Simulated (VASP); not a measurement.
# Cd (Fd-3m) in VASP: notebook

Cd is run at these levels: PBE; tasks: single point, relaxation of cell and atoms.

Everything below comes from runs of VASP 6.6.1. Logs are shortened: lines on timing, memory, paths and dates and some standing lists are left out, and cuts for length are marked.

**1. The cell of the first run**

It takes space group Fd-3m (No. 227, cubic). The conventional cell has a = 6.679 Å, b = 6.679 Å, c = 6.679 Å, α = 90.00°, β = 90.00°, γ = 90.00°. Within 3.8 Å of Cd (site symmetry -43m) lie 4 Cd at 2.89 Å.

This isn't the form of Cd at room conditions, which is hcp.

**2. Single point, PBE**

File INCAR:

```
  ALGO = Fast
  EDIFF = 1E-6
  ENCUT = 520
  GGA = PE
  ISIF = 2
  ISMEAR = 0
  LASPH = True
  LCHARG = False
  LREAL = False
  LWAVE = False
  NBANDS = 19
  NELM = 60
  PREC = Accurate
  SIGMA = 0.1
```

File KPOINTS:

```
k-points
0
Gamma
  14 14 14
```

File POSCAR:

```
Cd
1.0
    0.0000000000      3.3397499500      3.3397499500
    3.3397499500      0.0000000000      3.3397499500
    3.3397499500      3.3397499500      0.0000000000
Cd
2
Direct
    0.0000000000      0.0000000000      0.0000000000
    0.2500000000      0.2500000000      0.2500000000
```

Potentials or basis: VASP PAW PBE potentials, release 64 (Cd).

Launch:

```sh
cat potpaw_PBE.64/Cd/POTCAR > POTCAR
mpirun -np 1 vasp_std > vasp.out
```

OUTCAR:

```text
EDIFF = 1E-6
   ENCUT = 520
   GGA = PE
   ISIF = 2
   ISMEAR = 0
   LASPH = True
   LREAL = False
   NELM = 60
   PREC = Accurate

 ion  position               nearest neighbor table
   1  0.000  0.000  0.000-   2 2.89   2 2.89   2 2.89   2 2.89
   2  0.250  0.250  0.250-   1 2.89   1 2.89   1 2.89   1 2.89

  LATTYP: Found a face centered cubic cell.
 ALAT       =     6.6794999000

  Lattice vectors:

 A1 = (   0.0000000000,   3.3397499500,   3.3397499500)
 A2 = (   3.3397499500,   0.0000000000,   3.3397499500)
 A3 = (   3.3397499500,   3.3397499500,   0.0000000000)

Analysis of symmetry for initial positions (statically):
=====================================================================
 Subroutine PRICEL returns:
 Original cell was already a primitive cell.

 Routine SETGRP: Setting up the symmetry group for a
 face centered cubic supercell.

 Subroutine GETGRP returns: Found 48 space group operations
 (whereof 24 operations were pure point group operations)
 out of a pool of 48 trial point group operations.

The static configuration has the point symmetry T_d .
 The point group associated with its full space group is O_h .

Analysis of symmetry for dynamics (positions and initial velocities):
=====================================================================
 Subroutine PRICEL returns:
 Original cell was already a primitive cell.

 Routine SETGRP: Setting up the symmetry group for a
 face centered cubic supercell.

 Subroutine GETGRP returns: Found 48 space group operations
 (whereof 24 operations were pure point group operations)
 out of a pool of 48 trial point group operations.

The dynamic configuration has the point symmetry T_d .
 The point group associated with its full space group is O_h .

 Subroutine INISYM returns: Found 48 space group operations
 (whereof 24 operations are pure point group operations),
 and found     1 'primitive' translations

----------------------------------------------------------------------------------------

                                     Primitive cell

  volume of cell :      74.5027

  direct lattice vectors                    reciprocal lattice vectors
     0.000000000  3.339749950  3.339749950    -0.149711807  0.149711807  0.149711807
     3.339749950  0.000000000  3.339749950     0.149711807 -0.149711807  0.149711807
     3.339749950  3.339749950  0.000000000     0.149711807  0.149711807 -0.149711807

  length of vectors
     4.723119674  4.723119674  4.723119674     0.259308456  0.259308456  0.259308456

  position of ions in fractional coordinates (direct lattice)
     0.000000000  0.000000000  0.000000000
     0.250000000  0.250000000  0.250000000

  ion indices of the primitive-cell ions
   primitive index   ion index
                 1           1
                 2           2

----------------------------------------------------------------------------------------

 KPOINTS: k-points

Automatic generation of k-mesh.
 Grid dimensions read from file:
 generate k-points for:   14   14   14

 Generating k-lattice:

  Cartesian coordinates                     Fractional coordinates (reciprocal lattice)
    -0.010693701  0.010693701  0.010693701     0.071428571  0.000000000  0.000000000
     0.010693701 -0.010693701  0.010693701     0.000000000  0.071428571  0.000000000
     0.010693701  0.010693701 -0.010693701     0.000000000  0.000000000  0.071428571

  Length of vectors
     0.018522033  0.018522033  0.018522033

  Shift w.r.t. Gamma in fractional coordinates (k-lattice)
     0.000000000  0.000000000  0.000000000

 Subroutine IBZKPT returns following result:
 ===========================================

 Found    104 irreducible k-points:

 Following reciprocal coordinates:
            Coordinates               Weight
  0.000000  0.000000  0.000000      1.000000
  0.071429  0.000000  0.000000      8.000000
  0.142857  0.000000  0.000000      8.000000
  0.214286  0.000000  0.000000      8.000000
  0.285714  0.000000  0.000000      8.000000
  0.357143  0.000000  0.000000      8.000000
[... 16 lines left out ...]
  0.214286  0.142857  0.000000     24.000000
  0.285714  0.142857  0.000000     24.000000
 [... further k-points ...]
   k-points           NKPTS =    104   k-points in BZ     NKDIM =    104   number of bands    NBANDS=     19
   number of dos      NEDOS =    301   number of ions     NIONS =      2
   total plane-waves  NPLWV =  46656
   dimension x,y,z NGX =    36 NGY =   36 NGZ =   36
   dimension x,y,z NGXF=    72 NGYF=   72 NGZF=   72
   ions per type =               2
   NGX,Y,Z   is equivalent  to a cutoff of  12.67, 12.67, 12.67 a.u.
   NGXF,Y,Z  is equivalent  to a cutoff of  25.34, 25.34, 25.34 a.u.
 SYSTEM =  unknown system
   PREC   = accura    normal or accurate (medium, high low for compatibility)
   ISTART =      0    job   : 0-new  1-cont  2-samecut
   ICHARG =      2    charge: 1-file 2-atom 10-const
   ISPIN  =      1    spin polarized calculation?
   LNONCOLLINEAR =      F non collinear calculations
   LSORBIT =      F    spin-orbit coupling
   LASPH  =      T    aspherical Exc in radial PAW
   ENCUT  =  520.0 eV  38.22 Ry    6.18 a.u.   8.78  8.78  8.78*2*pi/ulx,y,z
   NELM   =     60;   NELMIN=  2; NELMDL= -5     # of ELM steps
   EDIFF  = 0.1E-05   stopping-criterion for ELM
   LREAL  =      F    real-space projection
   EDIFFG = 0.1E-04   stopping-criterion for IOM
   NSW    =      0    number of steps for IOM
   IBRION =     -1    ionic relax: 0-MD 1-quasi-New 2-CG
   NFREE  =      0    steps in history (QN), initial steepest desc. (CG)
   ISIF   =      2    stress and relaxation
   ISYM   =      2    0-nonsym 1-usesym 2-fastsym
   POTIM  = 0.5000    time-step for ionic-motion
   TEBEG  =    0.0;   TEEND  =   0.0 temperature during run
   PSTRESS=    0.0 pullay stress
   NELECT =      24.0000    total number of electrons
   NUPDOWN=      -1.0000    fix difference up-down
   EMIN   =  10.00;   EMAX   =-10.00  energy-range for DOS
   EFERMI =   0.00;   METHOD = LEGACY
   ISMEAR =     0;   SIGMA  =   0.10  broadening in eV -4-tet -1-fermi 0-gaus
   EFERMI_NEDOS =   21; number of points for ismear=-14 and -15
   IALGO  =     68    algorithm
   IMIX   =      4    mixing-type and parameters
     AMIX     =   0.40;   BMIX     =  1.00
     AMIX_MAG =   1.60;   BMIX_MAG =  1.00
  volume/ion in A,a.u.               =      37.25       251.38
  Fermi-wavevector in a.u.,A,eV,Ry     =   1.122246  2.120737 17.135660  1.259435
  Thomas-Fermi vector in A             =   2.258905
   LORBIT       =      0    0 simple, 1 ext, 2 COOP (PROOUT), +10 PAW based schemes
   GGA     = PE    functional components
   LHFCALC =     F    Hartree Fock is set to
   AEXX    =    0.0000 exact exchange contribution
   IVDW    =     0    specifies the selected vdW correction
   LEPSILON=     F    determine dielectric tensor
   LRPA    =     F    only Hartree local field effects (RPA)
 non-spin polarized calculation
 RMM-DIIS sequential band-by-band and
 Gauss-broadening in eV      SIGMA  =   0.10
  energy-cutoff  :      520.00
  volume of cell :       74.50
 maximum number of plane-waves:      2044
   NGX = 17   NGY = 17   NGZ = 17

 number of electron      24.0000001 magnetization

 Free energy of the ion-electron system (eV)
  ---------------------------------------------------
  ext. energy  EPLUGINS =         0.00000000
  ---------------------------------------------------
  free energy    TOTEN  =        -0.84101262 eV

  energy without entropy =       -0.83346089  energy(sigma->0) =       -0.83723675

 E-fermi :   0.1172     XC(G=0):  -8.1251

 val. band max:        0.0935721359   @ k =  -0.3571   0.4286   0.1429
 cond. band min:       0.1304444512   @ k =  -0.2857   0.2857   0.0714
 fundamental gap:      0.0368723153
 Fermi energy:         0.1171812797

 k-point     1 :       0.0000    0.0000    0.0000
  band No.  band energies     occupation
      1      -9.0202      2.00000
      2      -9.0202      2.00000
      3      -9.0202      2.00000
      4      -8.9679      2.00000
      5      -8.9679      2.00000
      6      -8.3330      2.00000
[... 11 lines left out ...]
     18       5.5763      0.00000
     19       7.0123      0.00000

 k-point     2 :       0.0714    0.0000    0.0000
  band No.  band energies     occupation
      1      -9.0364      2.00000
      2      -9.0364      2.00000
      3      -9.0189      2.00000
      4      -8.9469      2.00000
      5      -8.9469      2.00000
      6      -8.3392      2.00000
[... 11 lines left out ...]
     18       6.0501      0.00000
     19       7.4459      0.00000

 k-point     3 :       0.1429    0.0000    0.0000
  band No.  band energies     occupation
      1      -9.0589      2.00000
      2      -9.0589      2.00000
      3      -9.0153      2.00000
      4      -8.9122      2.00000
      5      -8.9122      2.00000
      6      -8.3566      2.00000
[... 11 lines left out ...]
     18       6.8708      0.00000
     19       8.1966      0.00000

 k-point     4 :       0.2143    0.0000    0.0000
  band No.  band energies     occupation
      1      -9.0744      2.00000
      2      -9.0744      2.00000
      3      -9.0104      2.00000
      4      -8.8810      2.00000
      5      -8.8810      2.00000
      6      -8.3814      2.00000
[... 11 lines left out ...]
     18       7.6780      0.00000
     19       8.0983      0.00000

 k-point     5 :       0.2857    0.0000    0.0000
  band No.  band energies     occupation
      1      -9.0816      2.00000
      2      -9.0816      2.00000
      3      -9.0051      2.00000
      4      -8.8601      2.00000
      5      -8.8601      2.00000
      6      -8.4088      2.00000
[... 11 lines left out ...]
     18       7.6718      0.00000
     19       8.6342      0.00000
[... 334 lines left out ...]
      2      -9.0290      2.00000
      3      -9.0290      2.00000
      4      -8.9356      2.00000
      5      -8.9129      2.00000
      6      -8.3645      2.00000
[... 11 lines left out ...]
     18       6.8215      0.00000
     19       7.9761      0.00000

 k-point    22 :       0.1429    0.1429    0.0000
  band No.  band energies     occupation
      1      -9.0803      2.00000
      2      -9.0354      2.00000
      3      -9.0354      2.00000
      4      -8.9279      2.00000
      5      -8.8565      2.00000
      6      -8.4622      2.00000
[... 11 lines left out ...]
     18       7.1228      0.00000
     19       8.2241      0.00000

 k-point    23 :       0.2143    0.1429    0.0000
  band No.  band energies     occupation
      1      -9.0945      2.00000
      2      -9.0461      2.00000
      3      -9.0358      2.00000
      4      -8.9020      2.00000
      5      -8.8188      2.00000
      6      -8.5074      2.00000
[... 11 lines left out ...]
     18       7.5582      0.00000
     19       8.7095      0.00000

 k-point    24 :       0.2857    0.1429    0.0000
  band No.  band energies     occupation
      1      -9.1092      2.00000
      2      -9.0577      2.00000
      3      -9.0253      2.00000
      4      -8.8735      2.00000
      5      -8.7872      2.00000
      6      -8.5398      2.00000
[... 11 lines left out ...]
     18       7.7317      0.00000
     19       9.2373      0.00000

 [... further k-points ...]
[... 5 lines left out ...]
  --------------------------------------------------------------------------------------
  -------------------------------------------------------------------------------------
  Total        0.0744147      0.0744147      0.0744147     -0.0000000      0.0000000      0.0000000
  in kB        1.6002862      1.6002862      1.6002862     -0.0000000      0.0000000      0.0000000
  external PRESSURE =       1.6002862 kB  Pullay stress =       0.0000000 kB

 VOLUME and BASIS-vectors are now :
 -----------------------------------------------------------------------------
  energy-cutoff  :      520.00
  volume of cell :       74.50
      direct lattice vectors                 reciprocal lattice vectors
     0.000000000  3.339749950  3.339749950    -0.149711807  0.149711807  0.149711807
     3.339749950  0.000000000  3.339749950     0.149711807 -0.149711807  0.149711807
     3.339749950  3.339749950  0.000000000     0.149711807  0.149711807 -0.149711807

 POSITION                                       TOTAL-FORCE (eV/Angst)
 -----------------------------------------------------------------------------------
      0.00000      0.00000      0.00000        -0.000000      0.000000     -0.000000
      1.66987      1.66987      1.66987         0.000000     -0.000000      0.000000
 -----------------------------------------------------------------------------------
    total drift:                                0.000000      0.000000      0.000000

  FREE ENERGIE OF THE ION-ELECTRON SYSTEM (eV)
  ---------------------------------------------------
  free  energy   TOTEN  =        -0.8410126195 eV

  energy  without entropy=       -0.8334608855  energy(sigma->0) =       -0.83723675
```

Wall time 2 min (1 thread of Oxide Virtual Turin-like, shared host); peak memory 0.25 GiB.

What came out:

```
Free energy            : -0.8410 eV
Pressure               : 0.2 GPa
Band gap on the k mesh : zero (bands 12 and 13 overlap by 4.64 eV)
```

**3. Relaxation of cell and atoms, PBE**

This run uses another cell than the first one, of 38.20 Å³/atom.

File INCAR:

```
SYSTEM = Cd
PREC = Accurate ; ENCUT = 600
EDIFF = 1E-7 ; ISMEAR = 0
SIGMA = 0.1 ; LREAL = .False.
LASPH = .True. ; NELM = 60
ALGO = Fast ; ISIF = 3
LWAVE = .False. ; LCHARG = .False.
GGA = PE ; IBRION = 2
NSW = 100 ; EDIFFG = -0.01
```

File KPOINTS:

```
Automatic mesh
0
Gamma
  14 14 14
  0 0 0
```

File POSCAR:

```
Cd
1.0
    0.0000000000      3.3678023960      3.3678023960
    3.3678023960      0.0000000000      3.3678023960
    3.3678023960      3.3678023960      0.0000000000
Cd
2
Direct
    0.0000000000      0.0000000000      0.0000000000
    0.2500000000      0.2500000000      0.2500000000
```

Potentials or basis: VASP PAW PBE potentials, release 64 (Cd).

Launch:

```sh
cat potpaw_PBE.64/Cd/POTCAR > POTCAR
mpirun -np 1 vasp_std > vasp.out
```

Wall time 3.9 min (1 thread of Oxide Virtual Turin-like, shared host); peak memory 0.3 GiB.

Results (log left out):

```
Free energy                           : -0.8412 eV
Relaxed volume                        : 37.58 Å³/atom
Relaxed cell                          : a = 4.737 Å, b = 4.737 Å, c = 4.737 Å, α = 60.00°, β = 60.00°, γ = 60.00°
Space group after relaxing (to 0.1 Å) : Fd-3m (No. 227)
Energy gained by relaxing             : 0.5 meV/atom
Ionic steps                           : 3
Pressure after relaxing               : 0.0 GPa
Band gap on the k mesh                : zero (bands 12 and 13 overlap by 4.59 eV)
```

Step by step:
| step | energy change (eV) | largest force (eV/Å) | pressure (GPa) | volume (Å³) |
| --- | --- | --- | --- | --- |
| 1 | 0.0000 | 0.0000 | -0.23 | 76.40 |
| 2 | -0.0007 | 0.0000 | -0.14 | 75.79 |
| 3 | -0.0011 | 0.0000 | -0.03 | 75.15 |

Final structure:
```
Cd
1.0
     0.00000    3.34941    3.34941
     3.34941    0.00000    3.34941
     3.34941    3.34941    0.00000
Cd
2
Direct
  0.00000 0.00000 0.00000
  0.25000 0.25000 0.25000
```

Levels at points of the mesh, in eV from the Fermi level:
```csv
k point,band 9,band 10,band 11,band 12,band 13,band 14,band 15,band 16
"(0.00, 0.00, 0.00)",-8.31,-8.31,-6.28,4.21,4.21,4.21,4.71,5.43
"(0.50, 0.00, 0.00)",-8.28,-8.28,-4.25,-2.44,2.68,2.68,4.11,6.18
"(0.50, 0.50, 0.00)",-8.23,-8.23,-2.90,-2.90,0.95,0.95,3.64,3.64
```

The gap in the log of VASP goes by the Fermi energy; the results here count the filled bands.